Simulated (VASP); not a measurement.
Runs of VASP 6.6.1 on TiH. The structure is that of space group Fm-3m (No. 225), or close to it. The cells are those of the table. 

```csv
cell,gap on the mesh (eV),pressure (GPa)
"a = 2.974, b = 2.974, c = 4.206 Å, 4 atoms",none,(a)
"a = 2.798, b = 2.798, c = 3.957 Å, 4 atoms",none,26.6
"a = 3.018, b = 3.018, c = 4.268 Å, 4 atoms",none,-11.3
"a = 2.886, b = 2.886, c = 4.082 Å, 4 atoms",none,7.2
```

Alike in all rows: task single point; level PBEsol; potentials or basis VASP PAW PBE potentials, release 64 (Ti_sv, H); no spin polarisation; k mesh 14 × 14 × 10; cutoff (eV) 520; smearing gaussian 0.1 eV.

**Question.** Estimate the missing entries.

**Answer.** (a) -6.3.

Caveats: the PAW data sets were made with another functional, which shifts forces and pressure a little; the cell stands under tension (at least some runs); the cell stands under pressure (at least some runs).

A gap of «none» marks levels without a gap at the run's occupations.
